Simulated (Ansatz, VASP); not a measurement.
One calculation of V, two programs

INCAR

```
  PREC = Accurate
  ENCUT = 520
  EDIFF = 1E-8
  ISMEAR = -1
  SIGMA = 0.05
  LREAL = False
  LASPH = True
  NELM = 60
  ALGO = Normal
  ISIF = 2
  LWAVE = False
  LCHARG = False
  GGA = PS
  LEFG = True
  NBANDS = 20
```

Contents of KPOINTS:

```
Automatic mesh
0
Gamma
  10 10 10
```

POSCAR

```
V
1.0
    0.0000000000      2.5635698487      2.5635698487
    2.5635698487      0.0000000000      2.5635698487
    2.5635698487      2.5635698487      0.0000000000
V
2
Direct
   -0.1700000000     -0.1100000000     -0.1100000000
    0.1700000000      0.1100000000      0.1100000000
```

Input for Ansatz:

```yaml
crystal:
  lattice:
    - [0.0, 2.5635698487, 2.5635698487]
    - [2.5635698487, 0.0, 2.5635698487]
    - [2.5635698487, 2.5635698487, 0.0]
  atoms:
    - { symbol: V, position: [-0.17, -0.11, -0.11] }
    - { symbol: V, position: [0.17, 0.11, 0.11] }
kpoints:
  mp_grid: { grid: [10, 10, 10] }
scf:
  occupations: { method: fermi_dirac, width: 0.05 }
hamiltonian:
  xc: pbesol
  pseudopotentials: { kind: all_electron, datasets: crystal }
output:
  forces: true
  stress: true
  eigenvalues: true
  efg: { contact_densities: true }
```

Change from the starting cell: shortest bond scaled by 0.88, crystal datasets.

Alike in both runs: task electric field gradients; functional PBEsol; k mesh 10 × 10 × 10; occupations fermi-dirac, width 0.05 eV; no spin polarisation.

|  | VASP | Ansatz |
| --- | --- | --- |
| version | VASP 6.6.1 | Ansatz 0.2.0 |
| potentials or method | VASP PAW PBE potentials, release 64 (V_sv), cutoff 520 eV | all-electron PAW with datasets made for the crystal, scalar-relativistic |

```tsv
	VASP	Ansatz	Ansatz less VASP
pressure (GPa)	5.3	3.3	-2.03
traceless stress, the component that is largest in VASP (GPa)	-8.18	-6.23	+1.952
rms of the force components (eV/Å)	0.587	0.937	+0.3507
size of Vzz on the site where it differs most (V/Å²)	15.0	11.9	-3.13
```

VASP's potentials were made for PBE, not for PBEsol. Atom by atom the forces differ by 0.351 eV/Å (rms over components). Ansatz ran all-electron here, and VASP with PAW potentials.
